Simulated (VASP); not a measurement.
# Ba2NaIrO6 (Fm-3m) in VASP: single point with r2SCAN

Aim: the single point of Ba2NaIrO6 with r2SCAN.

All numbers are computed with VASP 6.6.1; they aren't measurements. Logs are shortened: lines on timing, memory, paths and dates and some standing lists are left out, and cuts for length are marked.

## 1. The cell of the first run

The structure is cubic, space group Fm-3m (No. 225). Conventional cell: a = 8.179 Å, b = 8.179 Å, c = 8.179 Å, α = 90.00°, β = 90.00°, γ = 90.00°. Within 3.0 Å of Na (site symmetry m-3m) lie 6 O at 2.26 Å. Within 3.8 Å of Ba (site symmetry -43m) lie 12 O at 2.90 Å and 4 Na at 3.54 Å and 4 Ir at 3.54 Å. Within 2.4 Å of Ir (site symmetry m-3m) lie 6 O at 1.83 Å. Within 2.4 Å of O (site symmetry 4mm) lie 1 Ir at 1.83 Å and 1 Na at 2.26 Å.

## 2. Single point, r2SCAN

The input, POSCAR:

```
Ba2NaIrO6
1.0
    0.0000000000      4.0893000000      4.0893000000
    4.0893000000      0.0000000000      4.0893000000
    4.0893000000      4.0893000000      0.0000000000
Na Ba Ir O
1 2 1 6
Direct
    0.5000000000      0.5000000000      0.5000000000
    0.2500000000      0.2500000000      0.2500000000
    0.7500000000      0.7500000000      0.7500000000
    0.0000000000      0.0000000000      0.0000000000
    0.7760000000      0.2240000000      0.2240000000
    0.2240000000      0.7760000000      0.2240000000
    0.2240000000      0.7760000000      0.7760000000
    0.7760000000      0.2240000000      0.7760000000
    0.2240000000      0.2240000000      0.7760000000
    0.7760000000      0.7760000000      0.2240000000
```

The input, INCAR.step1:

```
SYSTEM = Ba2NaIrO6
  PREC = Accurate
  ENCUT = 520
  ISMEAR = 0
  SIGMA = 0.0441
  LREAL = .FALSE.
  LASPH = .TRUE.
  NELM = 100
  NBANDS = 47
  GGA = PE
  ALGO = Normal
  EDIFF = 1E-4
  LWAVE = .TRUE.
  LCHARG = .FALSE.
```

The input, INCAR.step2:

```
SYSTEM = Ba2NaIrO6
  PREC = Accurate
  ENCUT = 520
  EDIFF = 1E-6
  ISMEAR = 0
  SIGMA = 0.0441
  LREAL = .FALSE.
  LASPH = .TRUE.
  NELM = 100
  ALGO = Normal
  ISIF = 2
  LWAVE = .FALSE.
  LCHARG = .FALSE.
  METAGGA = R2SCAN
  LMIXTAU = .TRUE.
  NBANDS = 47
  ISTART = 1
```

The input, KPOINTS:

```
regular mesh
0
G
  7 7 7
  0 0 0
```

Potentials or basis: VASP PAW PBE potentials, release 64 (Na_pv, Ba_sv, Ir, O).

Run with:

```
$ cat potpaw_PBE.64/Na_pv/POTCAR potpaw_PBE.64/Ba_sv/POTCAR potpaw_PBE.64/Ir/POTCAR potpaw_PBE.64/O/POTCAR > POTCAR
$ cp INCAR.step1 INCAR
$ mpirun -np 1 vasp_std > vasp.out
$ cp INCAR.step2 INCAR
$ mpirun -np 1 vasp_std > vasp.out
```

OUTCAR:

```text
SYSTEM = Ba2NaIrO6
   PREC = Accurate
   ENCUT = 520
   EDIFF = 1E-6
   ISMEAR = 0
   LREAL = .FALSE.
   LASPH = .TRUE.
   NELM = 100
   ISIF = 2
   METAGGA = R2SCAN
   ISTART = 1

 ion  position               nearest neighbor table
   1  0.500  0.500  0.500-   5 2.26   6 2.26   7 2.26   8 2.26   9 2.26  10 2.26   2 3.54   2 3.54
                             2 3.54   3 3.54   2 3.54   3 3.54   3 3.54   3 3.54
   2  0.250  0.250  0.250-   5 2.90   8 2.90  10 2.90   6 2.90   7 2.90  10 2.90   7 2.90   8 2.90
                             9 2.90   5 2.90   6 2.90   9 2.90   1 3.54   4 3.54   4 3.54   4 3.54
   3  0.750  0.750  0.750-   7 2.90   8 2.90  10 2.90   5 2.90   6 2.90  10 2.90   5 2.90   8 2.90
                             9 2.90   6 2.90   7 2.90   9 2.90   4 3.54   1 3.54   1 3.54   4 3.54
   4  0.000  0.000  0.000-   5 1.83   6 1.83   7 1.83   8 1.83   9 1.83  10 1.83   3 3.54   3 3.54
                             2 3.54   3 3.54   3 3.54   2 3.54   2 3.54   2 3.54
   5  0.776  0.224  0.224-   4 1.83   1 2.26   3 2.90   2 2.90   3 2.90   2 2.90
   6  0.224  0.776  0.224-   4 1.83   1 2.26   3 2.90   2 2.90   3 2.90   2 2.90
   7  0.224  0.776  0.776-   4 1.83   1 2.26   3 2.90   3 2.90   2 2.90   2 2.90
   8  0.776  0.224  0.776-   4 1.83   1 2.26   3 2.90   3 2.90   2 2.90   2 2.90
   9  0.224  0.224  0.776-   4 1.83   1 2.26   3 2.90   2 2.90   3 2.90   2 2.90
  10  0.776  0.776  0.224-   4 1.83   1 2.26   3 2.90   3 2.90   2 2.90   2 2.90

  LATTYP: Found a face centered cubic cell.
 ALAT       =     8.1786000000

  Lattice vectors:

 A1 = (   0.0000000000,   4.0893000000,   4.0893000000)
 A2 = (   4.0893000000,   0.0000000000,   4.0893000000)
 A3 = (   4.0893000000,   4.0893000000,   0.0000000000)

Analysis of symmetry for initial positions (statically):
=====================================================================
 Subroutine PRICEL returns:
 Original cell was already a primitive cell.

 Routine SETGRP: Setting up the symmetry group for a
 face centered cubic supercell.

 Subroutine GETGRP returns: Found 48 space group operations
 (whereof 48 operations were pure point group operations)
 out of a pool of 48 trial point group operations.

The static configuration has the point symmetry O_h .

Analysis of symmetry for dynamics (positions and initial velocities):
=====================================================================
 Subroutine PRICEL returns:
 Original cell was already a primitive cell.

 Routine SETGRP: Setting up the symmetry group for a
 face centered cubic supercell.

 Subroutine GETGRP returns: Found 48 space group operations
 (whereof 48 operations were pure point group operations)
 out of a pool of 48 trial point group operations.

The dynamic configuration has the point symmetry O_h .

 Subroutine INISYM returns: Found 48 space group operations
 (whereof 48 operations are pure point group operations),
 and found     1 'primitive' translations

----------------------------------------------------------------------------------------

                                     Primitive cell

  volume of cell :     136.7656

  direct lattice vectors                    reciprocal lattice vectors
     0.000000000  4.089300000  4.089300000    -0.122270315  0.122270315  0.122270315
     4.089300000  0.000000000  4.089300000     0.122270315 -0.122270315  0.122270315
     4.089300000  4.089300000  0.000000000     0.122270315  0.122270315 -0.122270315

  length of vectors
     5.783143521  5.783143521  5.783143521     0.211778398  0.211778398  0.211778398

  position of ions in fractional coordinates (direct lattice)
     0.500000000  0.500000000  0.500000000
     0.250000000  0.250000000  0.250000000
     0.750000000  0.750000000  0.750000000
     0.000000000  0.000000000  0.000000000
     0.776000000  0.224000000  0.224000000
     0.224000000  0.776000000  0.224000000
     0.224000000  0.776000000  0.776000000
     0.776000000  0.224000000  0.776000000
     0.224000000  0.224000000  0.776000000
     0.776000000  0.776000000  0.224000000

  ion indices of the primitive-cell ions
   primitive index   ion index
                 1           1
                 2           2
                 3           3
                 4           4
                 5           5
                 6           6
                 7           7
                 8           8
                 9           9
                10          10

----------------------------------------------------------------------------------------

 KPOINTS: regular mesh

Automatic generation of k-mesh.
 Grid dimensions read from file:
 generate k-points for:    7    7    7

 Generating k-lattice:

  Cartesian coordinates                     Fractional coordinates (reciprocal lattice)
    -0.017467188  0.017467188  0.017467188     0.142857143  0.000000000  0.000000000
     0.017467188 -0.017467188  0.017467188     0.000000000  0.142857143  0.000000000
     0.017467188  0.017467188 -0.017467188     0.000000000  0.000000000  0.142857143

  Length of vectors
     0.030254057  0.030254057  0.030254057

  Shift w.r.t. Gamma in fractional coordinates (k-lattice)
     0.000000000  0.000000000  0.000000000

 Subroutine IBZKPT returns following result:
 ===========================================

 Found     20 irreducible k-points:

 Following reciprocal coordinates:
            Coordinates               Weight
  0.000000  0.000000  0.000000      1.000000
  0.142857  0.000000  0.000000      8.000000
  0.285714  0.000000  0.000000      8.000000
  0.428571  0.000000  0.000000      8.000000
  0.142857  0.142857  0.000000      6.000000
  0.285714  0.142857  0.000000     24.000000
[... 12 lines left out ...]
 -0.428571  0.428571  0.142857     24.000000
 -0.285714  0.428571  0.142857     24.000000
   k-points           NKPTS =     20   k-points in BZ     NKDIM =     20   number of bands    NBANDS=     47
   number of dos      NEDOS =    301   number of ions     NIONS =     10
   total plane-waves  NPLWV = 110592
   dimension x,y,z NGX =    48 NGY =   48 NGZ =   48
   dimension x,y,z NGXF=    96 NGYF=   96 NGZF=   96
   ions per type =               1   2   1   6
   NGX,Y,Z   is equivalent  to a cutoff of  13.80, 13.80, 13.80 a.u.
   NGXF,Y,Z  is equivalent  to a cutoff of  27.60, 27.60, 27.60 a.u.
 SYSTEM =  Ba2NaIrO6
   PREC   = accura    normal or accurate (medium, high low for compatibility)
   ISTART =      1    job   : 0-new  1-cont  2-samecut
   ICHARG =      0    charge: 1-file 2-atom 10-const
   ISPIN  =      1    spin polarized calculation?
   LNONCOLLINEAR =      F non collinear calculations
   LSORBIT =      F    spin-orbit coupling
   LASPH  =      T    aspherical Exc in radial PAW
   ENCUT  =  520.0 eV  38.22 Ry    6.18 a.u.  10.75 10.75 10.75*2*pi/ulx,y,z
   NELM   =    100;   NELMIN=  2; NELMDL=  0     # of ELM steps
   EDIFF  = 0.1E-05   stopping-criterion for ELM
   LREAL  =      F    real-space projection
   EDIFFG = 0.1E-04   stopping-criterion for IOM
   NSW    =      0    number of steps for IOM
   IBRION =     -1    ionic relax: 0-MD 1-quasi-New 2-CG
   NFREE  =      0    steps in history (QN), initial steepest desc. (CG)
   ISIF   =      2    stress and relaxation
   ISYM   =      2    0-nonsym 1-usesym 2-fastsym
   POTIM  = 0.5000    time-step for ionic-motion
   TEBEG  =    0.0;   TEEND  =   0.0 temperature during run
   PSTRESS=    0.0 pullay stress
   NELECT =      72.0000    total number of electrons
   NUPDOWN=      -1.0000    fix difference up-down
   EMIN   =  10.00;   EMAX   =-10.00  energy-range for DOS
   EFERMI =   0.00;   METHOD = LEGACY
   ISMEAR =     0;   SIGMA  =   0.04  broadening in eV -4-tet -1-fermi 0-gaus
   EFERMI_NEDOS =   21; number of points for ismear=-14 and -15
   IALGO  =     38    algorithm
   IMIX   =      4    mixing-type and parameters
     AMIX     =   0.40;   BMIX     =  1.00
     AMIX_MAG =   1.60;   BMIX_MAG =  1.00
  volume/ion in A,a.u.               =      13.68        92.29
  Fermi-wavevector in a.u.,A,eV,Ry     =   1.321884  2.497999 23.774513  1.747377
  Thomas-Fermi vector in A             =   2.451605
   LORBIT       =      0    0 simple, 1 ext, 2 COOP (PROOUT), +10 PAW based schemes
   METAGGA = R2SCAN    functional components
   LHFCALC =     F    Hartree Fock is set to
   AEXX    =    0.0000 exact exchange contribution
   IVDW    =     0    specifies the selected vdW correction
   LEPSILON=     F    determine dielectric tensor
   LRPA    =     F    only Hartree local field effects (RPA)
 non-spin polarized calculation
 Gauss-broadening in eV      SIGMA  =   0.04
  energy-cutoff  :      520.00
  volume of cell :      136.77
 maximum number of plane-waves:      3698
 NGX is ok and might be reduce to    48
   NGX = 21   NGY = 21   NGZ = 21

 number of electron      72.0000005 magnetization

 Free energy of the ion-electron system (eV)
  ---------------------------------------------------
  ext. energy  EPLUGINS =         0.00000000
  ---------------------------------------------------
  free energy    TOTEN  =      -163.29682120 eV

  energy without entropy =     -163.29117197  energy(sigma->0) =     -163.29399659

 E-fermi :   3.5147     XC(G=0): -11.3440

 val. band max:        3.5056579324   @ k =  -0.1429   0.1429   0.0000
 cond. band min:       3.5313084626   @ k =  -0.2857   0.4286   0.1429
 fundamental gap:      0.0256505302
 Fermi energy:         3.5147368701

 k-point     1 :       0.0000    0.0000    0.0000
  band No.  band energies     occupation
      1     -23.7418      2.00000
      2     -23.5416      2.00000
      3     -19.1352      2.00000
      4     -19.1349      2.00000
      5     -19.1349      2.00000
      6     -16.7293      2.00000
[... 39 lines left out ...]
     46       9.6748      0.00000
     47      10.6322      0.00000
[... 948 lines left out ...]
     46      11.1008      0.00000
     47      11.2885      0.00000

------------------------ aborting loop because EDIFF is reached ----------------------------------------

  FORCE on cell =-STRESS in cart. coord.  units (eV):
  Direction    XX          YY          ZZ          XY          YZ          ZX
  --------------------------------------------------------------------------------------
  -------------------------------------------------------------------------------------
  Total       11.1184474     11.1184474     11.1184474      0.0000000      0.0000000      0.0000000
  in kB      130.2500249    130.2500249    130.2500249      0.0000000      0.0000000      0.0000000
  external PRESSURE =     130.2500249 kB  Pullay stress =       0.0000000 kB

 VOLUME and BASIS-vectors are now :
 -----------------------------------------------------------------------------
  energy-cutoff  :      520.00
  volume of cell :      136.77
      direct lattice vectors                 reciprocal lattice vectors
     0.000000000  4.089300000  4.089300000    -0.122270315  0.122270315  0.122270315
     4.089300000  0.000000000  4.089300000     0.122270315 -0.122270315  0.122270315
     4.089300000  4.089300000  0.000000000     0.122270315  0.122270315 -0.122270315

 POSITION                                       TOTAL-FORCE (eV/Angst)
 -----------------------------------------------------------------------------------
      4.08930      4.08930      4.08930         0.000000     -0.000000      0.000000
      2.04465      2.04465      2.04465        -0.000000     -0.000000     -0.000000
      6.13395      6.13395      6.13395         0.000000      0.000000      0.000000
      0.00000      0.00000      0.00000         0.000000     -0.000000      0.000000
      1.83201      4.08930      4.08930         2.677720     -0.000000      0.000000
      4.08930      1.83201      4.08930         0.000000      2.677720      0.000000
      6.34659      4.08930      4.08930        -2.677720     -0.000000      0.000000
      4.08930      6.34659      4.08930         0.000000     -2.677720      0.000000
      4.08930      4.08930      1.83201         0.000000     -0.000000      2.677720
      4.08930      4.08930      6.34659         0.000000     -0.000000     -2.677720
 -----------------------------------------------------------------------------------
    total drift:                                0.000000      0.000000      0.000000

  FREE ENERGIE OF THE ION-ELECTRON SYSTEM (eV)
  ---------------------------------------------------
  free  energy   TOTEN  =      -163.2968211996 eV

  energy  without entropy=     -163.2911719720  energy(sigma->0) =     -163.29399659
```

It took 8.2 min on 1 thread of Intel Xeon Platinum 8375C at 2.90GHz (Ice Lake), shared host; peak memory 0.43 GiB.

Results:

```yaml
Free_energy: -163.2968 eV
Pressure: 13.0 GPa
Largest_force: 2.678 eV/Å
Band_gap_on_the_k_mesh: zero (bands 36 and 37 overlap by 0.11 eV)
```

Forces in eV/Å, atoms in the order of the input:
```
Na   0.000  0.000  0.000
Ba   0.000  0.000  0.000
Ba   0.000  0.000  0.000
Ir   0.000  0.000  0.000
O    2.678  0.000  0.000
O    0.000  2.678  0.000
O   -2.678  0.000  0.000
O    0.000 -2.678  0.000
O    0.000  0.000  2.678
O    0.000  0.000 -2.678
```

Levels at points of the mesh, in eV from the Fermi level:
```
           k point  band 32  band 33  band 34  band 35  band 36  band 37  band 38  band 39  band 40  band 41
(0.00, 0.00, 0.00)    -1.90    -1.41    -1.41    -1.41     0.13     0.13     0.13     4.05     4.05     5.93
```

Caveat: the cell stands under pressure; the PAW data sets were made with another functional, which shifts forces and pressure a little; spin-orbit coupling is left out, which moves the levels of the heavy elements.

The gap in the log of VASP goes by the Fermi energy; the results here count the filled bands.